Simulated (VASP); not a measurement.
# Mn (P6/mmm) in VASP: single point with LDA

Aim: the single point of Mn with LDA.

Everything below comes from runs of VASP 6.6.1. Logs are shortened: lines on timing, memory, paths and dates and some standing lists are left out, and cuts for length are marked.

## (1) The cell of the first run

The structure is hexagonal, space group P6/mmm (No. 191). Conventional cell: a = 3.818 Å, b = 3.818 Å, c = 2.402 Å, α = 90.00°, β = 90.00°, γ = 120.00°. Within 3.2 Å of Mn (site symmetry 6/mmm) lie 14 Mn at 2.40 to 2.51 Å. Within 2.9 Å of Mn (site symmetry -6m2) lie 11 Mn at 2.20 to 2.51 Å.

This isn't the form of Mn at room conditions, which is a 58-atom cubic cell.

## (2) Single point, LDA

Contents of INCAR:

```
PREC     = Accurate       # precision mode
ENCUT    = 680            # plane-wave cutoff, eV
EDIFF    = 1E-6           # SCF threshold, eV
ISMEAR   = -1             # smearing method
SIGMA    = 0.1            # smearing width, eV
LREAL    = False          # projectors in reciprocal space
LASPH    = True           # aspherical terms in the spheres
NELM     = 120            # most SCF steps
ALGO     = Normal         # electronic algorithm
ISIF     = 2              # what is computed and relaxed
LWAVE    = False          # write WAVECAR
LCHARG   = False          # write CHGCAR
NBANDS   = 30             # bands
GGA_COMPAT= False
```

Contents of KPOINTS:

```
regular mesh
0
Gamma
  9 9 13
```

Contents of POSCAR:

```
Mn
1.0
    3.8183517261      0.0000000000      0.0000000000
   -1.9091758630      3.3067895954      0.0000000000
    0.0000000000      0.0000000000      2.4024539521
Mn
3
Direct
    1.0000000000      1.0000000000      0.0000000000
    0.3333333333      0.6666666667      0.5000000000
    0.6666666667      0.3333333333      0.5000000000
```

Potentials or basis: VASP PAW LDA potentials, release 64 (Mn_sv).

On the command line:

```sh
$ cat potpaw_LDA.64/Mn_sv/POTCAR > POTCAR
$ mpirun -np 1 vasp_std > vasp.out
```

OUTCAR:

```text
PREC = Accurate
   ENCUT = 680
   EDIFF = 1E-6
   ISMEAR = -1
   LREAL = False
   LASPH = True
   NELM = 120
   ISIF = 2

 ion  position               nearest neighbor table
   1  0.000  0.000  0.000-   2 2.51   3 2.51   2 2.51   3 2.51   2 2.51   2 2.51   3 2.51   3 2.51
                             3 2.51   3 2.51   2 2.51   2 2.51
   2  0.333  0.667  0.500-   3 2.20   3 2.20   3 2.20   1 2.51   1 2.51   1 2.51   1 2.51   1 2.51
                             1 2.51
   3  0.667  0.333  0.500-   2 2.20   2 2.20   2 2.20   1 2.51   1 2.51   1 2.51   1 2.51   1 2.51
                             1 2.51

  LATTYP: Found a hexagonal cell.
 ALAT       =     3.8183517261
 C/A-ratio  =     0.6291861317

  Lattice vectors:

 A1 = (   3.8183517261,   0.0000000000,   0.0000000000)
 A2 = (  -1.9091758630,   3.3067895954,   0.0000000000)
 A3 = (   0.0000000000,   0.0000000000,   2.4024539521)

Analysis of symmetry for initial positions (statically):
=====================================================================
 Subroutine PRICEL returns:
 Original cell was already a primitive cell.

 Routine SETGRP: Setting up the symmetry group for a
 hexagonal supercell.

 Subroutine GETGRP returns: Found 24 space group operations
 (whereof 24 operations were pure point group operations)
 out of a pool of 24 trial point group operations.

The static configuration has the point symmetry D_6h.

Analysis of symmetry for dynamics (positions and initial velocities):
=====================================================================
 Subroutine PRICEL returns:
 Original cell was already a primitive cell.

 Routine SETGRP: Setting up the symmetry group for a
 hexagonal supercell.

 Subroutine GETGRP returns: Found 24 space group operations
 (whereof 24 operations were pure point group operations)
 out of a pool of 24 trial point group operations.

The dynamic configuration has the point symmetry D_6h.

 Subroutine INISYM returns: Found 24 space group operations
 (whereof 24 operations are pure point group operations),
 and found     1 'primitive' translations

----------------------------------------------------------------------------------------

                                     Primitive cell

  volume of cell :      30.3346

  direct lattice vectors                    reciprocal lattice vectors
     3.818351726  0.000000000  0.000000000     0.261893108  0.151204056  0.000000000
    -1.909175863  3.306789595  0.000000000     0.000000000  0.302408113  0.000000000
     0.000000000  0.000000000  2.402453952     0.000000000  0.000000000  0.416241068

  length of vectors
     3.818351726  3.818351726  2.402453952     0.302408113  0.302408113  0.416241068

  position of ions in fractional coordinates (direct lattice)
     0.000000000  0.000000000  0.000000000
     0.333333333  0.666666667  0.500000000
     0.666666667  0.333333333  0.500000000

  ion indices of the primitive-cell ions
   primitive index   ion index
                 1           1
                 2           2
                 3           3

----------------------------------------------------------------------------------------

 KPOINTS: regular mesh

Automatic generation of k-mesh.
 Grid dimensions read from file:
 generate k-points for:    9    9   13

 Generating k-lattice:

  Cartesian coordinates                     Fractional coordinates (reciprocal lattice)
     0.029099234  0.016800451  0.000000000     0.111111111 -0.000000000  0.000000000
     0.000000000  0.033600901  0.000000000     0.000000000  0.111111111  0.000000000
     0.000000000  0.000000000  0.032018544     0.000000000  0.000000000  0.076923077

  Length of vectors
     0.033600901  0.033600901  0.032018544

  Shift w.r.t. Gamma in fractional coordinates (k-lattice)
     0.000000000  0.000000000  0.000000000

 Subroutine IBZKPT returns following result:
 ===========================================

 Found     84 irreducible k-points:

 Following reciprocal coordinates:
            Coordinates               Weight
  0.000000  0.000000  0.000000      1.000000
  0.111111  0.000000  0.000000      6.000000
  0.222222  0.000000  0.000000      6.000000
  0.333333  0.000000  0.000000      6.000000
  0.444444  0.000000  0.000000      6.000000
  0.111111  0.111111  0.000000      6.000000
[... 16 lines left out ...]
  0.333333  0.222222  0.076923     24.000000
  0.333333  0.333333  0.076923      4.000000
 [... further k-points ...]
   k-points           NKPTS =     84   k-points in BZ     NKDIM =     84   number of bands    NBANDS=     30
   number of dos      NEDOS =    301   number of ions     NIONS =      3
   total plane-waves  NPLWV =  20480
   dimension x,y,z NGX =    32 NGY =   32 NGZ =   20
   dimension x,y,z NGXF=    64 NGYF=   64 NGZF=   40
   ions per type =               3
   NGX,Y,Z   is equivalent  to a cutoff of  13.93, 13.93, 13.84 a.u.
   NGXF,Y,Z  is equivalent  to a cutoff of  27.86, 27.86, 27.68 a.u.
 SYSTEM =  unknown system
   PREC   = accura    normal or accurate (medium, high low for compatibility)
   ISTART =      0    job   : 0-new  1-cont  2-samecut
   ICHARG =      2    charge: 1-file 2-atom 10-const
   ISPIN  =      1    spin polarized calculation?
   LNONCOLLINEAR =      F non collinear calculations
   LSORBIT =      F    spin-orbit coupling
   LASPH  =      T    aspherical Exc in radial PAW
   ENCUT  =  680.0 eV  49.98 Ry    7.07 a.u.   8.12  8.12  5.11*2*pi/ulx,y,z
   NELM   =    120;   NELMIN=  2; NELMDL= -5     # of ELM steps
   EDIFF  = 0.1E-05   stopping-criterion for ELM
   LREAL  =      F    real-space projection
   EDIFFG = 0.1E-04   stopping-criterion for IOM
   NSW    =      0    number of steps for IOM
   IBRION =     -1    ionic relax: 0-MD 1-quasi-New 2-CG
   NFREE  =      0    steps in history (QN), initial steepest desc. (CG)
   ISIF   =      2    stress and relaxation
   ISYM   =      2    0-nonsym 1-usesym 2-fastsym
   POTIM  = 0.5000    time-step for ionic-motion
   TEBEG  =    0.0;   TEEND  =   0.0 temperature during run
   PSTRESS=    0.0 pullay stress
   NELECT =      45.0000    total number of electrons
   NUPDOWN=      -1.0000    fix difference up-down
   EMIN   =  10.00;   EMAX   =-10.00  energy-range for DOS
   EFERMI =   0.00;   METHOD = LEGACY
   ISMEAR =    -1;   SIGMA  =   0.10  broadening in eV -4-tet -1-fermi 0-gaus
   EFERMI_NEDOS =   21; number of points for ismear=-14 and -15
   IALGO  =     38    algorithm
   IMIX   =      4    mixing-type and parameters
     AMIX     =   0.40;   BMIX     =  1.00
     AMIX_MAG =   1.60;   BMIX_MAG =  1.00
  volume/ion in A,a.u.               =      10.11        68.24
  Fermi-wavevector in a.u.,A,eV,Ry     =   1.867095  3.528298 47.430519  3.486045
  Thomas-Fermi vector in A             =   2.913648
   LORBIT       =      0    0 simple, 1 ext, 2 COOP (PROOUT), +10 PAW based schemes
   GGA     = CA    functional components
   LHFCALC =     F    Hartree Fock is set to
   AEXX    =    0.0000 exact exchange contribution
   IVDW    =     0    specifies the selected vdW correction
   LEPSILON=     F    determine dielectric tensor
   LRPA    =     F    only Hartree local field effects (RPA)
 non-spin polarized calculation
  energy-cutoff  :      680.00
  volume of cell :       30.33
 maximum number of plane-waves:      1242
   NGX = 17   NGY = 17   NGZ = 11

 number of electron      45.0000006 magnetization

 Free energy of the ion-electron system (eV)
  ---------------------------------------------------
  ext. energy  EPLUGINS =         0.00000000
  ---------------------------------------------------
  free energy    TOTEN  =       -30.60744755 eV

  energy without entropy =      -30.50160137  energy(sigma->0) =      -30.55452446

 E-fermi :  14.5951     XC(G=0): -14.8600

 val. band max:       14.5740584179   @ k =   0.3333   0.0000   0.0000
 cond. band min:      14.5954680633   @ k =   0.4444   0.1111   0.4615
 fundamental gap:      0.0214096454
 Fermi energy:        14.5951347636

 k-point     1 :       0.0000    0.0000    0.0000
  band No.  band energies     occupation
      1     -63.8272      2.00000
      2     -63.4933      2.00000
      3     -63.4829      2.00000
      4     -33.3180      2.00000
      5     -33.3180      2.00000
      6     -32.9173      2.00000
[... 22 lines left out ...]
     29      23.9298      0.00000
     30      23.9448      0.00000

 k-point     2 :       0.1111    0.0000    0.0000
  band No.  band energies     occupation
      1     -63.8170      2.00000
      2     -63.5015      2.00000
      3     -63.4852      2.00000
      4     -33.3495      2.00000
      5     -33.3234      2.00000
      6     -32.8781      2.00000
[... 22 lines left out ...]
     29      21.8144      0.00000
     30      22.0880      0.00000

 k-point     3 :       0.2222    0.0000    0.0000
  band No.  band energies     occupation
      1     -63.7881      2.00000
      2     -63.5253      2.00000
      3     -63.4912      2.00000
      4     -33.4133      2.00000
      5     -33.3115      2.00000
      6     -32.7922      2.00000
[... 22 lines left out ...]
     29      19.7534      0.00000
     30      20.3433      0.00000

 k-point     4 :       0.3333    0.0000    0.0000
  band No.  band energies     occupation
      1     -63.7461      2.00000
      2     -63.5616      2.00000
      3     -63.4980      2.00000
      4     -33.4707      2.00000
      5     -33.2514      2.00000
      6     -32.7003      2.00000
[... 616 lines left out ...]
     29      17.6727      0.00000
     30      17.9907      0.00000

 k-point    23 :       0.3333    0.2222    0.0769
  band No.  band energies     occupation
      1     -63.6776      2.00000
      2     -63.6084      2.00000
      3     -63.5073      2.00000
      4     -33.4411      2.00000
      5     -33.1715      2.00000
      6     -32.9533      2.00000
[... 22 lines left out ...]
     29      16.6956      0.00000
     30      17.1053      0.00000

 k-point    24 :       0.3333    0.3333    0.0769
  band No.  band energies     occupation
      1     -63.6412      2.00000
      2     -63.6412      2.00000
      3     -63.5110      2.00000
      4     -33.4248      2.00000
      5     -33.0859      2.00000
      6     -33.0859      2.00000
[... 22 lines left out ...]
     29      16.5468      0.00000
     30      16.7355      0.00000

 [... further k-points ...]

------------------------ aborting loop because EDIFF is reached ----------------------------------------

  FORCE on cell =-STRESS in cart. coord.  units (eV):
  Direction    XX          YY          ZZ          XY          YZ          ZX
  --------------------------------------------------------------------------------------
  -------------------------------------------------------------------------------------
  Total       -0.1451417     -0.1451417     -0.1799293     -0.0000000      0.0000000      0.0000000
  in kB       -7.6659352     -7.6659352     -9.5033087     -0.0000000      0.0000000      0.0000000
  external PRESSURE =      -8.2783930 kB  Pullay stress =       0.0000000 kB

 VOLUME and BASIS-vectors are now :
 -----------------------------------------------------------------------------
  energy-cutoff  :      680.00
  volume of cell :       30.33
      direct lattice vectors                 reciprocal lattice vectors
     3.818351726  0.000000000  0.000000000     0.261893108  0.151204056  0.000000000
    -1.909175863  3.306789595  0.000000000     0.000000000  0.302408113  0.000000000
     0.000000000  0.000000000  2.402453952     0.000000000  0.000000000  0.416241068

 POSITION                                       TOTAL-FORCE (eV/Angst)
 -----------------------------------------------------------------------------------
      0.00000      0.00000      0.00000        -0.000000      0.000000      0.000000
     -0.00000      2.20453      1.20123         0.000000      0.000000      0.000000
      1.90918      1.10226      1.20123        -0.000000     -0.000000      0.000000
 -----------------------------------------------------------------------------------
    total drift:                               -0.000000      0.000000     -0.000000

  FREE ENERGIE OF THE ION-ELECTRON SYSTEM (eV)
  ---------------------------------------------------
  free  energy   TOTEN  =       -30.6074475497 eV

  energy  without entropy=      -30.5016013677  energy(sigma->0) =      -30.55452446
```

It took 77 s on 1 thread of Intel Xeon Platinum 8259CL at 2.50GHz (Skylake/Cascade Lake), shared host; peak memory 0.19 GiB.

What came out:

- Free energy: -30.6074 eV
- Pressure: -0.8 GPa
- Band gap on the k mesh: zero (an odd number of electrons rules out a gap without spin polarisation)

Caveat: the run has no spin polarisation, though such a crystal can be magnetic.

The gap in the log of VASP goes by the Fermi energy; the results here count the filled bands.